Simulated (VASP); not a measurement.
# MgS (Fmmm) in VASP: further runs, part 3 of 3

VASP 6.6.1. The steps go on from the part before.

## (6) Single point, LDA (strain +0.0937 x Voigt [1, -1, 0, 0, 0, 0])

The input, INCAR:

```
SYSTEM = MgS
PREC = Accurate
ENCUT = 520
EDIFF = 1E-6
ISMEAR = 0
SIGMA = 0.05
LREAL = .FALSE.
LASPH = .TRUE.
NELM = 60
ALGO = Normal
ISIF = 2
LWAVE = .FALSE.
LCHARG = .FALSE.
NBANDS = 11
```

The input, KPOINTS:

```
regular mesh
0
G
  8 8 8
  0 0 0
```

The input, POSCAR:

```
MgS
1.0
    0.0000000000      2.3578753950      2.6016500000
    2.8454246050      0.0000000000      2.6016500000
    2.8454246050      2.3578753950      0.0000000000
Mg S
1 1
Direct
    0.0000000000      0.0000000000      0.0000000000
    0.5000000000      0.5000000000      0.5000000000
```

Potentials or basis: VASP PAW LDA potentials, release 64 (Mg, S).

The run is started by

```console
> cat potpaw_LDA.64/Mg/POTCAR potpaw_LDA.64/S/POTCAR > POTCAR
> mpirun -np 1 vasp_std > vasp.out
```

OUTCAR:

```text
SYSTEM = MgS
   PREC = Accurate
   ENCUT = 520
   EDIFF = 1E-6
   ISMEAR = 0
   LREAL = .FALSE.
   LASPH = .TRUE.
   NELM = 60
   ISIF = 2

 ion  position               nearest neighbor table
   1  0.000  0.000  0.000-   2 2.36   2 2.36   2 2.60   2 2.60   2 2.85   2 2.85
   2  0.500  0.500  0.500-   1 2.36   1 2.36   1 2.60   1 2.60   1 2.85   1 2.85

  LATTYP: Found a face centered orthorhombic cell.
 ALAT       =     4.7157507900
 B/A-ratio  =     1.1033873993
 C/A-ratio  =     1.2067747986

  Lattice vectors:

 A1 = (  -2.8454246050,   0.0000000000,  -2.6016500000)
 A2 = (  -2.8454246050,   2.3578753950,   0.0000000000)
 A3 = (   0.0000000000,   2.3578753950,  -2.6016500000)

Analysis of symmetry for initial positions (statically):
=====================================================================
 Subroutine PRICEL returns:
 Original cell was already a primitive cell.

 Routine SETGRP: Setting up the symmetry group for a
 face centered orthorhombic supercell.

 Subroutine GETGRP returns: Found  8 space group operations
 (whereof  8 operations were pure point group operations)
 out of a pool of  8 trial point group operations.

The static configuration has the point symmetry D_2h.

Analysis of symmetry for dynamics (positions and initial velocities):
=====================================================================
 Subroutine PRICEL returns:
 Original cell was already a primitive cell.

 Routine SETGRP: Setting up the symmetry group for a
 face centered orthorhombic supercell.

 Subroutine GETGRP returns: Found  8 space group operations
 (whereof  8 operations were pure point group operations)
 out of a pool of  8 trial point group operations.

The dynamic configuration has the point symmetry D_2h.

 Subroutine INISYM returns: Found  8 space group operations
 (whereof  8 operations are pure point group operations),
 and found     1 'primitive' translations

----------------------------------------------------------------------------------------

                                     Primitive cell

  volume of cell :      34.9098

  direct lattice vectors                    reciprocal lattice vectors
     0.000000000  2.357875395  2.601650000    -0.175720699  0.212055311  0.192185728
     2.845424605  0.000000000  2.601650000     0.175720699 -0.212055311  0.192185728
     2.845424605  2.357875395  0.000000000     0.175720699  0.212055311 -0.192185728

  length of vectors
     3.511147832  3.855518630  3.695404925     0.335828190  0.335828190  0.335828190

  position of ions in fractional coordinates (direct lattice)
     0.000000000  0.000000000  0.000000000
     0.500000000  0.500000000  0.500000000

  ion indices of the primitive-cell ions
   primitive index   ion index
                 1           1
                 2           2

----------------------------------------------------------------------------------------

 KPOINTS: regular mesh

Automatic generation of k-mesh.
 Grid dimensions read from file:
 generate k-points for:    8    8    8

 Generating k-lattice:

  Cartesian coordinates                     Fractional coordinates (reciprocal lattice)
    -0.021965087  0.026506914  0.024023216     0.125000000  0.000000000  0.000000000
     0.021965087 -0.026506914  0.024023216    -0.000000000  0.125000000 -0.000000000
     0.021965087  0.026506914 -0.024023216     0.000000000  0.000000000  0.125000000

  Length of vectors
     0.041978524  0.041978524  0.041978524

  Shift w.r.t. Gamma in fractional coordinates (k-lattice)
     0.000000000  0.000000000  0.000000000

 Subroutine IBZKPT returns following result:
 ===========================================

 Found     95 irreducible k-points:

 Following reciprocal coordinates:
            Coordinates               Weight
  0.000000  0.000000  0.000000      1.000000
  0.125000  0.000000 -0.000000      8.000000
  0.250000  0.000000 -0.000000      8.000000
  0.375000  0.000000 -0.000000      8.000000
  0.500000  0.000000 -0.000000      4.000000
  0.125000  0.125000  0.000000      2.000000
[... 16 lines left out ...]
  0.250000  0.000000  0.125000      8.000000
  0.375000  0.000000  0.125000      8.000000
 [... further k-points ...]
   k-points           NKPTS =     95   k-points in BZ     NKDIM =     95   number of bands    NBANDS=     11
   number of dos      NEDOS =    301   number of ions     NIONS =      2
   total plane-waves  NPLWV =  23520
   dimension x,y,z NGX =    28 NGY =   30 NGZ =   28
   dimension x,y,z NGXF=    56 NGYF=   60 NGZF=   56
   ions per type =               1   1
   NGX,Y,Z   is equivalent  to a cutoff of  13.26, 12.94, 12.60 a.u.
   NGXF,Y,Z  is equivalent  to a cutoff of  26.51, 25.87, 25.19 a.u.
 SYSTEM =  MgS
   PREC   = accura    normal or accurate (medium, high low for compatibility)
   ISTART =      0    job   : 0-new  1-cont  2-samecut
   ICHARG =      2    charge: 1-file 2-atom 10-const
   ISPIN  =      1    spin polarized calculation?
   LNONCOLLINEAR =      F non collinear calculations
   LSORBIT =      F    spin-orbit coupling
   LASPH  =      T    aspherical Exc in radial PAW
   ENCUT  =  520.0 eV  38.22 Ry    6.18 a.u.   6.53  7.17  6.87*2*pi/ulx,y,z
   NELM   =     60;   NELMIN=  2; NELMDL= -5     # of ELM steps
   EDIFF  = 0.1E-05   stopping-criterion for ELM
   LREAL  =      F    real-space projection
   EDIFFG = 0.1E-04   stopping-criterion for IOM
   NSW    =      0    number of steps for IOM
   IBRION =     -1    ionic relax: 0-MD 1-quasi-New 2-CG
   NFREE  =      0    steps in history (QN), initial steepest desc. (CG)
   ISIF   =      2    stress and relaxation
   ISYM   =      2    0-nonsym 1-usesym 2-fastsym
   POTIM  = 0.5000    time-step for ionic-motion
   TEBEG  =    0.0;   TEEND  =   0.0 temperature during run
   PSTRESS=    0.0 pullay stress
   NELECT =       8.0000    total number of electrons
   NUPDOWN=      -1.0000    fix difference up-down
   EMIN   =  10.00;   EMAX   =-10.00  energy-range for DOS
   EFERMI =   0.00;   METHOD = LEGACY
   ISMEAR =     0;   SIGMA  =   0.05  broadening in eV -4-tet -1-fermi 0-gaus
   EFERMI_NEDOS =   21; number of points for ismear=-14 and -15
   IALGO  =     38    algorithm
   IMIX   =      4    mixing-type and parameters
     AMIX     =   0.40;   BMIX     =  1.00
     AMIX_MAG =   1.60;   BMIX_MAG =  1.00
  volume/ion in A,a.u.               =      17.45       117.79
  Fermi-wavevector in a.u.,A,eV,Ry     =   1.001819  1.893163 13.655367  1.003641
  Thomas-Fermi vector in A             =   2.134266
   LORBIT       =      0    0 simple, 1 ext, 2 COOP (PROOUT), +10 PAW based schemes
   GGA     = CA    functional components
   LHFCALC =     F    Hartree Fock is set to
   AEXX    =    0.0000 exact exchange contribution
   IVDW    =     0    specifies the selected vdW correction
   LEPSILON=     F    determine dielectric tensor
   LRPA    =     F    only Hartree local field effects (RPA)
 non-spin polarized calculation
 Gauss-broadening in eV      SIGMA  =   0.05
  energy-cutoff  :      520.00
  volume of cell :       34.91
 maximum number of plane-waves:       956
 NGX is ok and might be reduce to    28
   NGX = 13   NGY = 15   NGZ = 13

 number of electron       8.0000000 magnetization

 Free energy of the ion-electron system (eV)
  ---------------------------------------------------
  ext. energy  EPLUGINS =         0.00000000
  ---------------------------------------------------
  free energy    TOTEN  =        -9.36995178 eV

  energy without entropy =       -9.36995178  energy(sigma->0) =       -9.36995178

 E-fermi :   4.0619     XC(G=0):  -9.9894

 val. band max:        3.8596419502   @ k =   0.0000   0.0000   0.0000
 cond. band min:       6.0388831578   @ k =   0.5000   0.0000   0.5000
 fundamental gap:      2.1792412076
 Fermi energy:         4.0618732525

 k-point     1 :       0.0000    0.0000    0.0000
  band No.  band energies     occupation
      1      -9.1148      2.00000
      2       3.1380      2.00000
      3       3.7419      2.00000
      4       3.8596      2.00000
      5       7.1687      0.00000
      6      10.6646      0.00000
      7      11.6167      0.00000
      8      12.6154      0.00000
      9      12.7418      0.00000
     10      14.5040      0.00000
     11      14.8767      0.00000
[... 309 lines left out ...]
 k-point    24 :       0.3750    0.0000    0.1250
  band No.  band energies     occupation
      1      -7.9795      2.00000
      2      -0.4774      2.00000
      3       2.6131      2.00000
      4       2.7799      2.00000
      5       8.4685      0.00000
      6      10.7420      0.00000
      7      11.1893      0.00000
      8      11.7405      0.00000
      9      14.5573      0.00000
     10      16.8086      0.00000
     11      17.3492      0.00000

 [... further k-points ...]
[... 5 lines left out ...]
  --------------------------------------------------------------------------------------
  -------------------------------------------------------------------------------------
  Total       -1.7490337      2.9593060     -0.4416877      0.0000000      0.0000000      0.0000000
  in kB      -80.2716057    135.8168504    -20.2711849      0.0000000      0.0000000      0.0000000
  external PRESSURE =      11.7580199 kB  Pullay stress =       0.0000000 kB

 VOLUME and BASIS-vectors are now :
 -----------------------------------------------------------------------------
  energy-cutoff  :      520.00
  volume of cell :       34.91
      direct lattice vectors                 reciprocal lattice vectors
     0.000000000  2.357875395  2.601650000    -0.175720699  0.212055311  0.192185728
     2.845424605  0.000000000  2.601650000     0.175720699 -0.212055311  0.192185728
     2.845424605  2.357875395  0.000000000     0.175720699  0.212055311 -0.192185728

 POSITION                                       TOTAL-FORCE (eV/Angst)
 -----------------------------------------------------------------------------------
      0.00000      0.00000      0.00000        -0.000000      0.000000     -0.000000
      2.84542      2.35788      2.60165         0.000000     -0.000000      0.000000
 -----------------------------------------------------------------------------------
    total drift:                                0.000000      0.000000      0.000000

  FREE ENERGIE OF THE ION-ELECTRON SYSTEM (eV)
  ---------------------------------------------------
  free  energy   TOTEN  =        -9.3699517778 eV

  energy  without entropy=       -9.3699517778  energy(sigma->0) =       -9.36995178
```

stdout:

```text
POSCAR found type information on POSCAR MgS
 POSCAR found :  2 types and       2 ions
 scaLAPACK will be used
 LDA part: xc-table for (Slater(with rela. corr.)+CA(PZ))
 , standard interpolation
 POSCAR, INCAR and KPOINTS ok, starting setup
 FFT: planning ... GRIDC
 FFT: planning ... GRID_SOFT
 FFT: planning ... GRID
 WAVECAR not read
 entering main loop
```

Wall time 39 s (1 thread of Intel Xeon Platinum 8375C at 2.90GHz (Ice Lake), shared host); peak memory 0.16 GiB.

What came out:

```yaml
Free_energy: -9.3700 eV
Pressure: 1.2 GPa
Band_gap_on_the_k_mesh: 2.18 eV, indirect (least direct gap 3.31 eV)
```

Stress tensor (GPa, compression positive):
```
-8.03  0.00  0.00
 0.00 13.58  0.00
 0.00  0.00 -2.03
```

Levels at points of the mesh, in eV from the valence-band top:
```
           k point  band 1  band 2  band 3  band 4  band 5  band 6  band 7  band 8
(0.00, 0.00, 0.00)  -12.97   -0.72   -0.12    0.00    3.31    6.80    7.76    8.76
(0.50, 0.00, 0.00)  -11.61   -5.22   -1.12   -0.67    3.87    5.96    7.83    9.79
(0.50, 0.50, 0.00)  -11.21   -4.58   -2.67   -1.11    2.53    4.22   10.65   11.44
(0.50, 0.00, 0.50)  -10.93   -4.37   -2.77   -1.98    2.18    3.70   11.35   12.43
(0.00, 0.50, 0.50)  -11.64   -4.60   -1.94   -1.12    3.13    4.38   10.64   12.21
```

Caveat: the cell differs from its parent crystal (strain +0.0937 x Voigt [1, -1, 0, 0, 0, 0]). A k mesh can miss the band edges.

## (7) The runs side by side

```tsv
cell	gap on the mesh (eV)	pressure (GPa)
a = 3.965, b = 3.415, c = 3.720 Å, angles 67.4, 52.6, 60.0°, 2 atoms	2.40	10.1
a = 3.478, b = 3.892, c = 3.702 Å, angles 54.5, 65.5, 60.0°, 2 atoms	2.25	3.6
a = 3.820, b = 3.544, c = 3.690 Å, angles 63.7, 56.3, 60.0°, 2 atoms	2.16	-0.7
a = 3.446, b = 3.928, c = 3.711 Å, angles 53.5, 66.5, 60.0°, 2 atoms	2.34	6.5
a = 3.511, b = 3.856, c = 3.695 Å, angles 55.4, 64.6, 60.0°, 2 atoms	2.18	1.2
```

Alike in all rows: task single point; level LDA; potentials or basis VASP PAW LDA potentials, release 64 (Mg, S); no spin polarisation; k mesh 8 × 8 × 8; cutoff (eV) 520; smearing gaussian 0.05 eV.

Absolute energies hang on the potentials; compare differences alone.
